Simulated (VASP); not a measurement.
A run of VASP 6.6.1 is set up as follows.

File INCAR:

```
  PREC = Accurate
  ENCUT = 520
  EDIFF = 1E-7
  ISMEAR = -1
  SIGMA = 0.1
  LREAL = False
  LASPH = True
  NELM = 80
  ALGO = Normal
  ISIF = 2
  LWAVE = False
  LCHARG = True
  GGA = PE
  LELF = True
  LVHAR = True
  NBANDS = 44
```

File KPOINTS:

```
regular mesh
0
Gamma
  7 7 4
```

Contents of POSCAR:

```
BaAgGe
1.0
    4.7101310000      0.0000000000      0.0000000000
    0.0000000000      4.7101310000      0.0000000000
    0.0000000000      0.0000000000      8.2898310000
Ag Ba Ge
2 2 2
Direct
    0.0000000000      0.0000000000      0.0000000000
    0.5000000000      0.5000000000      0.0000000000
    0.5000000000      0.0000000000      0.6680000000
    0.0000000000      0.5000000000      0.3320000000
    0.5000000000      0.0000000000      0.1905000000
    0.0000000000      0.5000000000      0.8095000000
```

Potentials or basis: VASP PAW PBE potentials, release 64 (Ag, Ba_sv, Ge_d).

Run with:

```sh
$ cat potpaw_PBE.64/Ag/POTCAR potpaw_PBE.64/Ba_sv/POTCAR potpaw_PBE.64/Ge_d/POTCAR > POTCAR
$ mpirun -np 1 vasp_std > vasp.out
```

What does it give for the band gap on the k mesh?

Zero (bands 35 and 36 overlap by 1.03 eV).

Estimate the pressure.

-2.7 GPa.

Predict the largest force.

0.623 eV/Å.

Stress tensor (GPa, compression positive):
```
-2.30  0.00  0.00
 0.00 -2.30  0.00
 0.00  0.00 -3.62
```

Caveat: spin-orbit coupling is left out, which moves the levels of the heavy elements.
